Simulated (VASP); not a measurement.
Wanted: the native input for a VASP 6.6.1 run.

```yaml
Task: single point
Functional: PBE
Potentials_or_basis: VASP PAW PBE potentials, release 64 (Ge_d, Pd)
Cutoff: 520 eV
k_mesh: 4 × 4 × 6
Occupations: gaussian, width 0.1 eV
Spin: collinear spin
Starting_moments: "[0.0, 0.0, 0.0, 0.0, 1.0] μB"
Dipole_correction: no
Further_INCAR_settings: ALGO = Normal; EDIFF = 1e-06; NBANDS = 45
```

The structure of Ge4Pd lies in POSCAR:

```
Ge4Pd
1.0
    3.8030523251     -4.0338423117      0.0000000000
    3.8030523251      4.0338423117      0.0000000000
    0.0000000000      0.0000000000      3.1293150202
Ge Pd
4 1
Direct
    0.7217709896      0.7217709896      0.5000000000
    0.2782290104      0.2782290104      0.5000000000
    0.6849447770      0.3150552230      0.0000000000
    0.3150552230      0.6849447770      0.0000000000
    0.0000000000      0.0000000000      0.0000000000
```

The cell was generated, and may not be a known phase.

These files were run (other wordings do the same):

INCAR

```
PREC     = Accurate       # precision mode
ENCUT    = 520            # plane-wave cutoff, eV
EDIFF    = 1E-6           # SCF threshold, eV
ISMEAR   = 0              # smearing method
SIGMA    = 0.1            # smearing width, eV
LREAL    = False          # projectors in reciprocal space
LASPH    = True           # aspherical terms in the spheres
NELM     = 150            # most SCF steps
ALGO     = Normal         # electronic algorithm
ISIF     = 2              # what is computed and relaxed
LWAVE    = False          # write WAVECAR
LCHARG   = False          # write CHGCAR
ISPIN    = 2              # spin polarisation
MAGMOM   = 0 0 0 0 1      # initial moments
LORBIT   = 11             # projections on sites
LMAXMIX  = 4              # l up to which the mixer works
GGA      = PE             # functional
NBANDS   = 45             # bands
```

KPOINTS

```
Automatic mesh
0
Gamma
  4 4 6
```

Potentials or basis: VASP PAW PBE potentials, release 64 (Ge_d, Pd).

The run is started by

```console
$ cat potpaw_PBE.64/Ge_d/POTCAR potpaw_PBE.64/Pd/POTCAR > POTCAR
$ mpirun -np 1 vasp_std > vasp.out
```

It gave:

```yaml
Pressure: 0.1 GPa
Largest_force: 0.009 eV/Å
Band_gap_on_the_k_mesh: zero (filled and empty bands overlap)
Net_moment: 0.00 μB per cell
Valence_electrons_inside_the_program's_atomic_spheres: Ge 12.24, 12.23 (each value once); Pd 9.52
```

It took 3.3 min on 1 thread of Oxide Virtual Turin-like Processor, with other jobs on the host, peak memory 0.3 GiB.
